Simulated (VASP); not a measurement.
# ScCrC4N4 (P-43m) in VASP: notebook

Runs on ScCrC4N4. Level: PBE. Tasks: single point.

Everything below comes from runs of VASP 6.6.1. Logs are shortened: lines on timing, memory, paths and dates and some standing lists are left out, and cuts for length are marked.

## 1. The cell of the first run

It takes space group P-43m (No. 215, cubic). The conventional cell has a = 6.037 Å, b = 6.037 Å, c = 6.037 Å, α = 90.00°, β = 90.00°, γ = 90.00°. Within 2.8 Å of Sc (site symmetry -43m) lie 4 N at 2.12 Å. Cr (site symmetry -43m) has 4 C at 1.94 Å within 2.6 Å. Within 1.6 Å of C (site symmetry 3m) lie 1 N at 1.17 Å. N (site symmetry 3m) has 1 C at 1.17 Å within 1.6 Å.

## 2. Single point, PBE, collinear spin, ferromagnetic start

INCAR

```
ALGO = Normal ; EDIFF = 1E-6
ENCUT = 520 ; GGA = PE
ISIF = 2 ; ISMEAR = 0
ISPIN = 2 ; LASPH = T
LCHARG = F ; LMAXMIX = 4
LORBIT = 11 ; LREAL = F
LWAVE = F ; MAGMOM = 0 3 0 0 0 0 0 0 0 0
NBANDS = 44 ; NELM = 150
PREC = Accurate ; SIGMA = 0.1
```

KPOINTS

```
k-points
0
Gamma
  4 4 4
```

POSCAR

```
ScCrC4N4
1.0
    6.0367744100      0.0000000000      0.0000000000
    0.0000000000      6.0367744100      0.0000000000
    0.0000000000      0.0000000000      6.0367744100
Sc Cr C N
1 1 4 4
Direct
    0.5000000000      0.5000000000      0.5000000000
    0.0000000000      0.0000000000      0.0000000000
    0.1853481300      0.1853481300      0.1853481300
    0.1853481300      0.8146518700      0.8146518700
    0.8146518700      0.1853481300      0.8146518700
    0.8146518700      0.8146518700      0.1853481300
    0.2972456000      0.2972456000      0.2972456000
    0.2972456000      0.7027544000      0.7027544000
    0.7027544000      0.2972456000      0.7027544000
    0.7027544000      0.7027544000      0.2972456000
```

Potentials or basis: VASP PAW PBE potentials, release 64 (Sc_sv, Cr_pv, C, N).

Command:

```
$ cat potpaw_PBE.64/Sc_sv/POTCAR potpaw_PBE.64/Cr_pv/POTCAR potpaw_PBE.64/C/POTCAR potpaw_PBE.64/N/POTCAR > POTCAR
$ mpirun -np 1 vasp_std > vasp.out
```

OUTCAR:

```text
EDIFF = 1E-6
   ENCUT = 520
   GGA = PE
   ISIF = 2
   ISMEAR = 0
   ISPIN = 2
   LASPH = T
   LORBIT = 11
   LREAL = F
   NELM = 150
   PREC = Accurate

 ion  position               nearest neighbor table
   1  0.500  0.500  0.500-   7 2.12   8 2.12   9 2.12  10 2.12
   2  0.000  0.000  0.000-   3 1.94   4 1.94   5 1.94   6 1.94
   3  0.185  0.185  0.185-   7 1.17   2 1.94
   4  0.185  0.815  0.815-   8 1.17   2 1.94
   5  0.815  0.185  0.815-   9 1.17   2 1.94
   6  0.815  0.815  0.185-  10 1.17   2 1.94
   7  0.297  0.297  0.297-   3 1.17   1 2.12
   8  0.297  0.703  0.703-   4 1.17   1 2.12
   9  0.703  0.297  0.703-   5 1.17   1 2.12
  10  0.703  0.703  0.297-   6 1.17   1 2.12

  LATTYP: Found a simple cubic cell.
 ALAT       =     6.0367744100

  Lattice vectors:

 A1 = (   6.0367744100,   0.0000000000,   0.0000000000)
 A2 = (   0.0000000000,   6.0367744100,   0.0000000000)
 A3 = (   0.0000000000,   0.0000000000,   6.0367744100)

Analysis of symmetry for initial positions (statically):
=====================================================================
 Subroutine PRICEL returns:
 Original cell was already a primitive cell.

 Routine SETGRP: Setting up the symmetry group for a
 simple cubic supercell.

 Subroutine GETGRP returns: Found 24 space group operations
 (whereof 24 operations were pure point group operations)
 out of a pool of 48 trial point group operations.

The static configuration has the point symmetry T_d .

Analysis of symmetry for dynamics (positions and initial velocities):
=====================================================================
 Subroutine PRICEL returns:
 Original cell was already a primitive cell.

 Routine SETGRP: Setting up the symmetry group for a
 simple cubic supercell.

 Subroutine GETGRP returns: Found 24 space group operations
 (whereof 24 operations were pure point group operations)
 out of a pool of 48 trial point group operations.

The dynamic configuration has the point symmetry T_d .

Analysis of structural, dynamic, and magnetic symmetry:
=====================================================================
 Subroutine PRICEL returns:
 Original cell was already a primitive cell.

 Routine SETGRP: Setting up the symmetry group for a
 simple cubic supercell.

 Subroutine GETGRP returns: Found 24 space group operations
 (whereof 24 operations were pure point group operations)
 out of a pool of 48 trial point group operations.

The overall configuration has the point symmetry T_d .

 Subroutine INISYM returns: Found 24 space group operations
 (whereof 24 operations are pure point group operations),
 and found     1 'primitive' translations

----------------------------------------------------------------------------------------

                                     Primitive cell

  volume of cell :     219.9960

  direct lattice vectors                    reciprocal lattice vectors
     6.036774410  0.000000000  0.000000000     0.165651378  0.000000000  0.000000000
     0.000000000  6.036774410  0.000000000     0.000000000  0.165651378  0.000000000
     0.000000000  0.000000000  6.036774410     0.000000000  0.000000000  0.165651378

  length of vectors
     6.036774410  6.036774410  6.036774410     0.165651378  0.165651378  0.165651378

  position of ions in fractional coordinates (direct lattice)
     0.500000000  0.500000000  0.500000000
     0.000000000  0.000000000  0.000000000
     0.185348130  0.185348130  0.185348130
     0.185348130  0.814651870  0.814651870
     0.814651870  0.185348130  0.814651870
     0.814651870  0.814651870  0.185348130
     0.297245600  0.297245600  0.297245600
     0.297245600  0.702754400  0.702754400
     0.702754400  0.297245600  0.702754400
     0.702754400  0.702754400  0.297245600

  ion indices of the primitive-cell ions
   primitive index   ion index
                 1           1
                 2           2
                 3           3
                 4           4
                 5           5
                 6           6
                 7           7
                 8           8
                 9           9
                10          10

----------------------------------------------------------------------------------------

 KPOINTS: k-points

Automatic generation of k-mesh.
 Grid dimensions read from file:
 generate k-points for:    4    4    4

 Generating k-lattice:

  Cartesian coordinates                     Fractional coordinates (reciprocal lattice)
     0.041412845  0.000000000  0.000000000     0.250000000  0.000000000  0.000000000
     0.000000000  0.041412845  0.000000000     0.000000000  0.250000000  0.000000000
     0.000000000  0.000000000  0.041412845     0.000000000  0.000000000  0.250000000

  Length of vectors
     0.041412845  0.041412845  0.041412845

  Shift w.r.t. Gamma in fractional coordinates (k-lattice)
     0.000000000  0.000000000  0.000000000

 Subroutine IBZKPT returns following result:
 ===========================================

 Found     10 irreducible k-points:

 Following reciprocal coordinates:
            Coordinates               Weight
  0.000000  0.000000  0.000000      1.000000
  0.250000  0.000000  0.000000      6.000000
  0.500000  0.000000  0.000000      3.000000
  0.250000  0.250000  0.000000     12.000000
  0.500000  0.250000  0.000000     12.000000
  0.500000  0.500000  0.000000      3.000000
  0.250000  0.250000  0.250000      8.000000
  0.500000  0.250000  0.250000     12.000000
  0.500000  0.500000  0.250000      6.000000
  0.500000  0.500000  0.500000      1.000000
   k-points           NKPTS =     10   k-points in BZ     NKDIM =     10   number of bands    NBANDS=     44
   number of dos      NEDOS =    301   number of ions     NIONS =     10
   total plane-waves  NPLWV = 110592
   dimension x,y,z NGX =    48 NGY =   48 NGZ =   48
   dimension x,y,z NGXF=    96 NGYF=   96 NGZF=   96
   ions per type =               1   1   4   4
   NGX,Y,Z   is equivalent  to a cutoff of  13.22, 13.22, 13.22 a.u.
   NGXF,Y,Z  is equivalent  to a cutoff of  26.44, 26.44, 26.44 a.u.
 SYSTEM =  unknown system
   PREC   = accura    normal or accurate (medium, high low for compatibility)
   ISTART =      0    job   : 0-new  1-cont  2-samecut
   ICHARG =      2    charge: 1-file 2-atom 10-const
   ISPIN  =      2    spin polarized calculation?
   LNONCOLLINEAR =      F non collinear calculations
   LSORBIT =      F    spin-orbit coupling
   LASPH  =      T    aspherical Exc in radial PAW
   ENCUT  =  520.0 eV  38.22 Ry    6.18 a.u.  11.22 11.22 11.22*2*pi/ulx,y,z
   NELM   =    150;   NELMIN=  2; NELMDL= -5     # of ELM steps
   EDIFF  = 0.1E-05   stopping-criterion for ELM
   LREAL  =      F    real-space projection
   EDIFFG = 0.1E-04   stopping-criterion for IOM
   NSW    =      0    number of steps for IOM
   IBRION =     -1    ionic relax: 0-MD 1-quasi-New 2-CG
   NFREE  =      0    steps in history (QN), initial steepest desc. (CG)
   ISIF   =      2    stress and relaxation
   ISYM   =      2    0-nonsym 1-usesym 2-fastsym
   POTIM  = 0.5000    time-step for ionic-motion
   TEBEG  =    0.0;   TEEND  =   0.0 temperature during run
   PSTRESS=    0.0 pullay stress
   NELECT =      59.0000    total number of electrons
   NUPDOWN=      -1.0000    fix difference up-down
   EMIN   =  10.00;   EMAX   =-10.00  energy-range for DOS
   EFERMI =   0.00;   METHOD = LEGACY
   ISMEAR =     0;   SIGMA  =   0.10  broadening in eV -4-tet -1-fermi 0-gaus
   EFERMI_NEDOS =   21; number of points for ismear=-14 and -15
   IALGO  =     38    algorithm
   IMIX   =      4    mixing-type and parameters
     AMIX     =   0.40;   BMIX     =  1.00
     AMIX_MAG =   1.60;   BMIX_MAG =  1.00
  volume/ion in A,a.u.               =      22.00       148.46
  Fermi-wavevector in a.u.,A,eV,Ry     =   1.055732  1.995045 15.164660  1.114571
  Thomas-Fermi vector in A             =   2.190942
   LORBIT       =     11    0 simple, 1 ext, 2 COOP (PROOUT), +10 PAW based schemes
   GGA     = PE    functional components
   LHFCALC =     F    Hartree Fock is set to
   AEXX    =    0.0000 exact exchange contribution
   IVDW    =     0    specifies the selected vdW correction
   LEPSILON=     F    determine dielectric tensor
   LRPA    =     F    only Hartree local field effects (RPA)
 spin polarized calculation
 Gauss-broadening in eV      SIGMA  =   0.10
  energy-cutoff  :      520.00
  volume of cell :      220.00
 maximum number of plane-waves:      5940
 NGX is ok and might be reduce to    48
   NGX = 23   NGY = 23   NGZ = 23

 number of electron      58.9999984 magnetization       0.9652769

 Free energy of the ion-electron system (eV)
  ---------------------------------------------------
  ext. energy  EPLUGINS =         0.00000000
  ---------------------------------------------------
  free energy    TOTEN  =       -84.92177038 eV

  energy without entropy =      -84.88797348  energy(sigma->0) =      -84.90487193

 E-fermi :   0.1262     XC(G=0):  -6.9526

 val. band max:        0.1165259737   @ k =   0.5000   0.2500   0.2500
 cond. band min:       0.1310197147   @ k =   0.2500   0.2500   0.2500
 fundamental gap:      0.0144937410
 Fermi energy:         0.1262341563

 spin component 1

 k-point     1 :       0.0000    0.0000    0.0000
  band No.  band energies     occupation
      1     -50.4827      1.00000
      2     -43.0855      1.00000
      3     -43.0855      1.00000
      4     -43.0855      1.00000
      5     -29.1284      1.00000
      6     -29.1284      1.00000
[... 429 lines left out ...]
     40       4.3300      0.00000
     41       4.8062      0.00000
 Fermi energy:         0.1262341563

 spin component 2

 k-point     1 :       0.0000    0.0000    0.0000
  band No.  band energies     occupation
      1     -50.3971      1.00000
      2     -42.6170      1.00000
      3     -42.6170      1.00000
      4     -42.6170      1.00000
      5     -29.0403      1.00000
      6     -29.0403      1.00000
[... 429 lines left out ...]
     40       4.4002      0.00000
     41       4.9906      0.00000
 [bands above 41 left out]

------------------------ aborting loop because EDIFF is reached ----------------------------------------

  FORCE on cell =-STRESS in cart. coord.  units (eV):
  Direction    XX          YY          ZZ          XY          YZ          ZX
  --------------------------------------------------------------------------------------
  -------------------------------------------------------------------------------------
  Total        1.3683181      1.3683181      1.3683181      0.0000000     -0.0000000     -0.0000000
  in kB        9.9651261      9.9651261      9.9651261      0.0000000     -0.0000000     -0.0000000
  external PRESSURE =       9.9651261 kB  Pullay stress =       0.0000000 kB

 VOLUME and BASIS-vectors are now :
 -----------------------------------------------------------------------------
  energy-cutoff  :      520.00
  volume of cell :      220.00
      direct lattice vectors                 reciprocal lattice vectors
     6.036774410  0.000000000  0.000000000     0.165651378  0.000000000  0.000000000
     0.000000000  6.036774410  0.000000000     0.000000000  0.165651378  0.000000000
     0.000000000  0.000000000  6.036774410     0.000000000  0.000000000  0.165651378

 POSITION                                       TOTAL-FORCE (eV/Angst)
 -----------------------------------------------------------------------------------
      3.01839      3.01839      3.01839         0.000000      0.000000      0.000000
      0.00000      0.00000      0.00000         0.000000      0.000000      0.000000
      1.11890      1.11890      1.11890        -1.477876     -1.477876     -1.477876
      1.11890      4.91787      4.91787        -1.477876      1.477876      1.477876
      4.91787      1.11890      4.91787         1.477876     -1.477876      1.477876
      4.91787      4.91787      1.11890         1.477876      1.477876     -1.477876
      1.79440      1.79440      1.79440         1.511587      1.511587      1.511587
      1.79440      4.24237      4.24237         1.511587     -1.511587     -1.511587
      4.24237      1.79440      4.24237        -1.511587      1.511587     -1.511587
      4.24237      4.24237      1.79440        -1.511587     -1.511587      1.511587
 -----------------------------------------------------------------------------------
    total drift:                                0.000000      0.000000     -0.000000

  FREE ENERGIE OF THE ION-ELECTRON SYSTEM (eV)
  ---------------------------------------------------
  free  energy   TOTEN  =       -84.9217703798 eV

  energy  without entropy=      -84.8879734806  energy(sigma->0) =      -84.90487193

 total charge

# of ion       s       p       d       tot
------------------------------------------
    1        2.199   6.183   0.996   9.378
    2        0.381   6.371   4.299  11.051
    3        0.967   1.631   0.000   2.598
    4        0.967   1.631   0.000   2.598
    5        0.967   1.631   0.000   2.598
    6        0.967   1.631   0.000   2.598
    7        1.302   2.623   0.000   3.925
    8        1.302   2.623   0.000   3.925
    9        1.302   2.623   0.000   3.925
   10        1.302   2.623   0.000   3.925
--------------------------------------------------
tot         11.658  29.568   5.294  46.521

 magnetization (x)

# of ion       s       p       d       tot
------------------------------------------
    1        0.001   0.004   0.093   0.097
    2        0.003   0.033   0.424   0.461
    3       -0.002   0.006   0.000   0.005
    4       -0.002   0.006   0.000   0.005
    5       -0.002   0.006   0.000   0.005
    6       -0.002   0.006   0.000   0.005
    7        0.000   0.016   0.000   0.017
    8        0.000   0.016   0.000   0.017
    9        0.000   0.016   0.000   0.017
   10        0.000   0.016   0.000   0.017
--------------------------------------------------
tot         -0.000   0.127   0.517   0.643
```

Wall time 2.5 min (1 thread of Intel Xeon 6975P-C (Granite Rapids), shared host); peak memory 0.49 GiB.

Results:

```
Free energy                                           : -84.9218 eV
Pressure                                              : 1.0 GPa
Largest force                                         : 2.618 eV/Å
Band gap on the k mesh                                : zero (filled and empty bands overlap)
Net moment                                            : 0.97 μB per cell
Site moments                                          : Sc +0.10; Cr +0.46; C +0.01; N +0.02 μB
Valence electrons inside the program's atomic spheres : Sc 9.38; Cr 11.05; C 2.60; N 3.92
```

Forces in eV/Å, atoms in the order of the input:
```
Sc   0.000  0.000  0.000
Cr   0.000  0.000  0.000
C   -1.478 -1.478 -1.478
C   -1.478  1.478  1.478
C    1.478 -1.478  1.478
C    1.478  1.478 -1.478
N    1.512  1.512  1.512
N    1.512 -1.512 -1.512
N   -1.512  1.512 -1.512
N   -1.512 -1.512  1.512
```

Levels at points of the mesh, in eV from the Fermi level:
Spin up:
| k point | band 28 | band 29 | band 30 | band 31 | band 32 | band 33 |
| --- | --- | --- | --- | --- | --- | --- |
| (0.00, 0.00, 0.00) | -0.91 | -0.91 | -0.08 | -0.08 | -0.08 | 1.52 |
| (0.50, 0.00, 0.00) | -0.79 | -0.58 | -0.23 | 0.11 | 0.11 | 1.13 |
| (0.50, 0.50, 0.00) | -0.77 | -0.60 | -0.15 | 0.27 | 0.27 | 1.09 |
| (0.50, 0.50, 0.50) | -0.92 | -0.92 | 0.19 | 0.19 | 0.19 | 1.52 |
Spin down:
```csv
k point,band 26,band 27,band 28,band 29,band 30,band 31,band 32,band 33
"(0.00, 0.00, 0.00)",-4.55,-4.55,-0.70,-0.70,0.23,0.23,0.23,1.67
"(0.50, 0.00, 0.00)",-4.62,-4.62,-0.58,-0.35,0.06,0.45,0.45,1.24
"(0.50, 0.50, 0.00)",-4.62,-4.62,-0.56,-0.38,0.14,0.65,0.65,1.20
"(0.50, 0.50, 0.50)",-4.44,-4.44,-0.71,-0.71,0.54,0.54,0.54,1.67
```

Caveat: a cell with one magnetic atom can't hold antiferromagnetic order, which such compounds often take; forces of over 1 eV/Å act on the atoms, so gaps and moduli don't describe the material at rest. With open d or f shells a metallic result of PBE can be an artefact of self-interaction; +U or a hybrid may open a gap.

## 3. Single point, PBE, collinear spin, ferromagnetic start

This run uses another cell than the first one, of 22.90 Å³/atom.

INCAR

```
PREC     = Accurate       # precision mode
ENCUT    = 520            # plane-wave cutoff, eV
EDIFF    = 1E-6           # SCF threshold, eV
ISMEAR   = 0              # smearing method
SIGMA    = 0.1            # smearing width, eV
LREAL    = F              # projectors in reciprocal space
LASPH    = T              # aspherical terms in the spheres
NELM     = 150            # most SCF steps
ALGO     = Normal         # electronic algorithm
ISIF     = 2              # what is computed and relaxed
LWAVE    = F              # write WAVECAR
LCHARG   = F              # write CHGCAR
ISPIN    = 2              # spin polarisation
MAGMOM   = 0 3 0 0 0 0 0 0 0 0 # initial moments
LORBIT   = 11             # projections on sites
LMAXMIX  = 4              # l up to which the mixer works
GGA      = PE             # functional
NBANDS   = 44             # bands
```

KPOINTS

```
regular mesh
0
Gamma
  4 4 4
```

POSCAR

```
ScCrC4N4
1.0
    6.1177067101      0.0000000000      0.0000000000
    0.0000000000      6.1177067101      0.0000000000
    0.0000000000      0.0000000000      6.1177067101
Sc Cr C N
1 1 4 4
Direct
    0.5000000000      0.5000000000      0.5000000000
    0.0000000000      0.0000000000      0.0000000000
    0.1918758290      0.1918758290      0.1918758290
    0.1918758290      0.8081241710      0.8081241710
    0.8081241710      0.1918758290      0.8081241710
    0.8081241710      0.8081241710      0.1918758290
    0.3034747485      0.3034747485      0.3034747485
    0.3034747485      0.6965252515      0.6965252515
    0.6965252515      0.3034747485      0.6965252515
    0.6965252515      0.6965252515      0.3034747485
```

Potentials or basis: VASP PAW PBE potentials, release 64 (Sc_sv, Cr_pv, C, N).

Command:

```
$ cat potpaw_PBE.64/Sc_sv/POTCAR potpaw_PBE.64/Cr_pv/POTCAR potpaw_PBE.64/C/POTCAR potpaw_PBE.64/N/POTCAR > POTCAR
$ mpirun -np 1 vasp_std > vasp.out
```

Wall time 2.4 min (1 thread of Intel Xeon 6975P-C (Granite Rapids), shared host); peak memory 0.5 GiB.

The run converged. Its results:

* Free energy: -85.5682 eV
* Pressure: 0.5 GPa
* Largest force: 0.291 eV/Å
* Band gap on the k mesh: 0.67 eV (least direct gap 0.71 eV)
* Net moment: 5.00 μB per cell
* Site moments: Sc +0.15; Cr +3.39; C -0.01; N +0.09 μB
* Valence electrons inside the program's atomic spheres: Sc 9.44; Cr 10.74; C 2.55; N 3.92

Forces in eV/Å, atoms in the order of the input:
```
Sc   0.000  0.000  0.000
Cr   0.000  0.000  0.000
C   -0.168 -0.168 -0.168
C   -0.168  0.168  0.168
C    0.168 -0.168  0.168
C    0.168  0.168 -0.168
N    0.162  0.162  0.162
N    0.162 -0.162 -0.162
N   -0.162  0.162 -0.162
N   -0.162 -0.162  0.162
```

Levels at points of the mesh, in eV from the valence-band top:
Spin up:
| k point | band 29 | band 30 | band 31 | band 32 | band 33 | band 34 | band 35 | band 36 |
| --- | --- | --- | --- | --- | --- | --- | --- | --- |
| (0.00, 0.00, 0.00) | -1.20 | -0.20 | -0.20 | -0.20 | 1.52 | 1.52 | 2.09 | 2.09 |
| (0.50, 0.00, 0.00) | -0.98 | -0.33 | -0.08 | -0.08 | 1.34 | 1.61 | 2.26 | 2.26 |
| (0.50, 0.50, 0.00) | -1.00 | -0.24 | 0.00 | 0.00 | 1.30 | 1.65 | 2.25 | 2.25 |
| (0.50, 0.50, 0.50) | -1.20 | -0.03 | -0.03 | -0.03 | 1.53 | 1.53 | 2.25 | 2.25 |
Spin down:
```csv
k point,band 25,band 26,band 27,band 28,band 29,band 30
"(0.00, 0.00, 0.00)",-4.06,-4.06,-4.06,0.67,0.67,1.19
"(0.50, 0.00, 0.00)",-4.17,-4.10,-4.10,0.85,1.08,1.51
"(0.50, 0.50, 0.00)",-4.10,-4.09,-4.09,0.93,1.06,1.48
"(0.50, 0.50, 0.50)",-3.96,-3.96,-3.96,0.68,0.68,1.60
```

Caveat: a cell with one magnetic atom can't hold antiferromagnetic order, which such compounds often take.
